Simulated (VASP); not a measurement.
# BN (Cc) in VASP: single point with LDA

Aim: the single point of BN with LDA.

All numbers are computed with VASP 6.6.1; they aren't measurements. Logs are shortened: lines on timing, memory, paths and dates and some standing lists are left out, and cuts for length are marked.

## Step 1: The cell of the first run

Symmetry: Cc, No. 9, monoclinic system. The conventional cell has a = 3.288 Å, b = 9.431 Å, c = 4.349 Å, α = 90.00°, β = 105.92°, γ = 90.00°. B (site symmetry 1) has 3 N at 1.45 to 1.47 Å within 1.9 Å. B (site symmetry 1) has 3 N at 1.44 to 1.49 Å within 1.9 Å. Within 1.9 Å of N (site symmetry 1) lie 3 B at 1.44 to 1.49 Å. N (site symmetry 1) has 3 B at 1.45 to 1.47 Å within 1.9 Å.

## Step 2: Single point, LDA

File INCAR:

```
PREC     = Accurate       # precision mode
ENCUT    = 600            # plane-wave cutoff, eV
EDIFF    = 1E-6           # SCF threshold, eV
ISMEAR   = 0              # smearing method
SIGMA    = 0.01           # smearing width, eV
LREAL    = F              # projectors in reciprocal space
LASPH    = T              # aspherical terms in the spheres
NELM     = 120            # most SCF steps
ALGO     = Normal         # electronic algorithm
ISIF     = 2              # what is computed and relaxed
LWAVE    = F              # write WAVECAR
LCHARG   = F              # write CHGCAR
NBANDS   = 26             # bands
GGA_COMPAT= F
```

File KPOINTS:

```
Automatic mesh
0
Gamma
  6 6 4
```

File POSCAR:

```
BN
1.0
    1.6438210000     -4.7155350000      0.0000000000
    1.6438210000      4.7155350000      0.0000000000
   -1.1929310000      0.0000000000      4.1817430000
B N
4 4
Direct
    0.4344000000      0.5664270000      0.0002040000
    0.5664270000      0.4344000000      0.5002040000
    0.1769990000      0.5642020000      0.4918210000
    0.5642020000      0.1769990000      0.9918210000
    0.3857400000      0.7783390000      0.8407830000
    0.7783390000      0.3857400000      0.3407830000
    0.3799060000      0.5117870000      0.3210930000
    0.5117870000      0.3799060000      0.8210930000
```

Potentials or basis: VASP PAW LDA potentials, release 64 (B, N).

The run is started by

```sh
$ cat potpaw_LDA.64/B/POTCAR potpaw_LDA.64/N/POTCAR > POTCAR
$ mpirun -np 1 vasp_std > vasp.out
```

OUTCAR:

```text
PREC = Accurate
   ENCUT = 600
   EDIFF = 1E-6
   ISMEAR = 0
   LREAL = F
   LASPH = T
   NELM = 120
   ISIF = 2

 ion  position               nearest neighbor table
   1  0.434  0.566  0.000-   8 1.45   7 1.45   5 1.47
   2  0.566  0.434  0.500-   7 1.45   8 1.45   6 1.47
   3  0.177  0.564  0.492-   6 1.44   7 1.47   5 1.49
   4  0.564  0.177  0.992-   5 1.44   8 1.47   6 1.49
   5  0.386  0.778  0.841-   4 1.44   1 1.47   3 1.49
   6  0.778  0.386  0.341-   3 1.44   2 1.47   4 1.49
   7  0.380  0.512  0.321-   2 1.45   1 1.45   3 1.47
   8  0.512  0.380  0.821-   1 1.45   2 1.45   4 1.47

  LATTYP: Found a base centered monoclinic cell.
 ALAT       =     3.2876420000
 B/A-ratio  =     2.8686426320
 C/A-ratio  =     1.3227017273
 COS(beta)  =    -0.2743272083

  Lattice vectors:

 A1 = (   1.6438210000,  -4.7155350000,   0.0000000000)
 A2 = (   1.6438210000,   4.7155350000,   0.0000000000)
 A3 = (  -1.1929310000,   0.0000000000,   4.1817430000)

Analysis of symmetry for initial positions (statically):
=====================================================================
 Subroutine PRICEL returns:
 Original cell was already a primitive cell.

 Routine SETGRP: Setting up the symmetry group for a
 base centered monoclinic supercell.

 Subroutine GETGRP returns: Found  2 space group operations
 (whereof  1 operations were pure point group operations)
 out of a pool of  4 trial point group operations.

The static configuration has the point symmetry C_1 .
 The point group associated with its full space group is C_1h.

Analysis of symmetry for dynamics (positions and initial velocities):
=====================================================================
 Subroutine PRICEL returns:
 Original cell was already a primitive cell.

 Routine SETGRP: Setting up the symmetry group for a
 base centered monoclinic supercell.

 Subroutine GETGRP returns: Found  2 space group operations
 (whereof  1 operations were pure point group operations)
 out of a pool of  4 trial point group operations.

The dynamic configuration has the point symmetry C_1 .
 The point group associated with its full space group is C_1h.

 Subroutine INISYM returns: Found  2 space group operations
 (whereof  1 operations are pure point group operations),
 and found     1 'primitive' translations

----------------------------------------------------------------------------------------

                                     Primitive cell

[... 102 lines left out ...]
   EDIFF  = 0.1E-05   stopping-criterion for ELM
   LREAL  =      F    real-space projection
   EDIFFG = 0.1E-04   stopping-criterion for IOM
   NSW    =      0    number of steps for IOM
   IBRION =     -1    ionic relax: 0-MD 1-quasi-New 2-CG
   NFREE  =      0    steps in history (QN), initial steepest desc. (CG)
   ISIF   =      2    stress and relaxation
   ISYM   =      2    0-nonsym 1-usesym 2-fastsym
   POTIM  = 0.5000    time-step for ionic-motion
   TEBEG  =    0.0;   TEEND  =   0.0 temperature during run
   PSTRESS=    0.0 pullay stress
   NELECT =      32.0000    total number of electrons
   NUPDOWN=      -1.0000    fix difference up-down
   EMIN   =  10.00;   EMAX   =-10.00  energy-range for DOS
   EFERMI =   0.00;   METHOD = LEGACY
   ISMEAR =     0;   SIGMA  =   0.01  broadening in eV -4-tet -1-fermi 0-gaus
   EFERMI_NEDOS =   21; number of points for ismear=-14 and -15
   IALGO  =     38    algorithm
   IMIX   =      4    mixing-type and parameters
     AMIX     =   0.40;   BMIX     =  1.00
     AMIX_MAG =   1.60;   BMIX_MAG =  1.00
  volume/ion in A,a.u.               =       8.10        54.69
  Fermi-wavevector in a.u.,A,eV,Ry     =   1.293800  2.444928 22.775050  1.673919
  Thomas-Fermi vector in A             =   2.425423
   LORBIT       =      0    0 simple, 1 ext, 2 COOP (PROOUT), +10 PAW based schemes
   GGA     = CA    functional components
   LHFCALC =     F    Hartree Fock is set to
   AEXX    =    0.0000 exact exchange contribution
   IVDW    =     0    specifies the selected vdW correction
   LEPSILON=     F    determine dielectric tensor
   LRPA    =     F    only Hartree local field effects (RPA)
 non-spin polarized calculation
 Gauss-broadening in eV      SIGMA  =   0.01
  energy-cutoff  :      600.00
  volume of cell :       64.83
 maximum number of plane-waves:      2182
   NGX = 19   NGY = 19   NGZ = 17

 number of electron      32.0000003 magnetization

 Free energy of the ion-electron system (eV)
  ---------------------------------------------------
  ext. energy  EPLUGINS =         0.00000000
  ---------------------------------------------------
  free energy    TOTEN  =       -75.65508101 eV

  energy without entropy =      -75.65508101  energy(sigma->0) =      -75.65508101

 E-fermi :   3.5055     XC(G=0): -11.2344

 val. band max:        3.4154659811   @ k =   0.3333   0.0000  -0.0000
 cond. band min:       6.8296615238   @ k =   0.0000   0.0000   0.0000
 fundamental gap:      3.4141955427
 Fermi energy:         3.5055405996

 k-point     1 :       0.0000    0.0000    0.0000
  band No.  band energies     occupation
      1     -14.4961      2.00000
      2     -11.2307      2.00000
      3     -11.2238      2.00000
      4     -11.0919      2.00000
      5      -5.7092      2.00000
      6      -4.4489      2.00000
[... 685 lines left out ...]
     25      15.1620      0.00000
     26      15.8631      0.00000

 [... further k-points ...]
[... 5 lines left out ...]
  --------------------------------------------------------------------------------------
  -------------------------------------------------------------------------------------
  Total       -2.5901263     -4.0356419     -4.0539695      0.0000000      0.0000000      0.1866688
  in kB      -64.0116007    -99.7356383   -100.1885805      0.0000000      0.0000000      4.6132766
  external PRESSURE =     -87.9786065 kB  Pullay stress =       0.0000000 kB

 VOLUME and BASIS-vectors are now :
 -----------------------------------------------------------------------------
  energy-cutoff  :      600.00
  volume of cell :       64.83
      direct lattice vectors                 reciprocal lattice vectors
     1.643821000 -4.715535000  0.000000000     0.304169371 -0.106032507  0.086770773
     1.643821000  4.715535000  0.000000000     0.304169371  0.106032507  0.086770773
    -1.192931000  0.000000000  4.181743000     0.000000000  0.000000000  0.239134734

 POSITION                                       TOTAL-FORCE (eV/Angst)
 -----------------------------------------------------------------------------------
      1.64494      0.62258      0.00085        -0.013813     -0.009296     -0.006023
      1.04847     -0.62258      2.09172        -0.013813      0.009296     -0.006023
      0.63169      1.82587      2.05667        -0.007275      0.006937     -0.010063
      0.03523     -1.82587      4.14754        -0.007275     -0.006937     -0.010063
      0.91054      1.85131      3.51594         0.005966     -0.013647     -0.012073
      1.50701     -1.85131      1.42507         0.005966      0.013647     -0.012073
      1.08274      0.62189      1.34273         0.015121     -0.008509      0.028159
      0.48628     -0.62189      3.43360         0.015121      0.008509      0.028159
 -----------------------------------------------------------------------------------
    total drift:                               -0.000302      0.000000     -0.000005

  FREE ENERGIE OF THE ION-ELECTRON SYSTEM (eV)
  ---------------------------------------------------
  free  energy   TOTEN  =       -75.6550810060 eV

  energy  without entropy=      -75.6550810060  energy(sigma->0) =      -75.65508101
```

OSZICAR:

```text
N       E                     dE             d eps       ncg     rms          rms(c)
DAV:   1     0.125709297365E+03    0.12571E+03   -0.17709E+04  2444   0.130E+03
DAV:   2    -0.741838491239E+02   -0.19989E+03   -0.18598E+03  3180   0.275E+02
DAV:   3    -0.829247490563E+02   -0.87409E+01   -0.86784E+01  3264   0.565E+01
DAV:   4    -0.829998389110E+02   -0.75090E-01   -0.75029E-01  3112   0.577E+00
DAV:   5    -0.830007414815E+02   -0.90257E-03   -0.90234E-03  3226   0.621E-01    0.154E+01
DAV:   6    -0.763900322656E+02    0.66107E+01   -0.15922E+01  2788   0.224E+01    0.644E+00
DAV:   7    -0.758543648583E+02    0.53567E+00   -0.79173E-01  3168   0.513E+00    0.406E+00
DAV:   8    -0.756628042056E+02    0.19156E+00   -0.47748E-01  3084   0.381E+00    0.551E-01
DAV:   9    -0.756552466919E+02    0.75575E-02   -0.26164E-02  2978   0.101E+00    0.229E-01
DAV:  10    -0.756550830336E+02    0.16366E-03   -0.11821E-03  3216   0.214E-01    0.423E-02
DAV:  11    -0.756550786620E+02    0.43717E-05   -0.80869E-05  2994   0.571E-02    0.193E-02
DAV:  12    -0.756550806593E+02   -0.19974E-05   -0.56828E-06  3160   0.168E-02    0.870E-03
DAV:  13    -0.756550810060E+02   -0.34671E-06   -0.43590E-07  1586   0.605E-03
   1 F= -.75655081E+02 E0= -.75655081E+02  d E =-.102559E-38
```

It took 84 s on 1 thread of Intel Xeon Platinum 8488C (Sapphire Rapids), shared host; peak memory 0.22 GiB.

What came out:

- Free energy: -75.6551 eV
- Pressure: -8.8 GPa
- Largest force: 0.033 eV/Å
- Band gap on the k mesh: 3.41 eV, indirect (least direct gap 3.91 eV)

Forces on the atoms (eV/Å):
```
B   -0.014 -0.009 -0.006
B   -0.014  0.009 -0.006
B   -0.007  0.007 -0.010
B   -0.007 -0.007 -0.010
N    0.006 -0.014 -0.012
N    0.006  0.014 -0.012
N    0.015 -0.009  0.028
N    0.015  0.009  0.028
```

Levels at points of the mesh, in eV from the valence-band top:
```tsv
k point	band 14	band 15	band 16	band 17	band 18	band 19
(0.00, 0.00, 0.00)	-0.83	-0.64	-0.49	3.41	4.97	5.85
(0.50, 0.00, 0.00)	-2.16	-1.60	-0.03	4.11	5.17	6.03
(0.50, 0.50, 0.00)	-1.43	-0.36	-0.31	4.30	4.66	6.27
(0.00, 0.00, 0.50)	-1.61	-0.60	-0.60	3.95	3.95	7.26
(0.50, 0.00, 0.50)	-2.59	-1.94	-0.73	3.62	6.02	6.75
(0.50, 0.50, 0.50)	-1.86	-0.66	-0.66	4.75	4.75	6.51
```

A k mesh can miss the band edges.
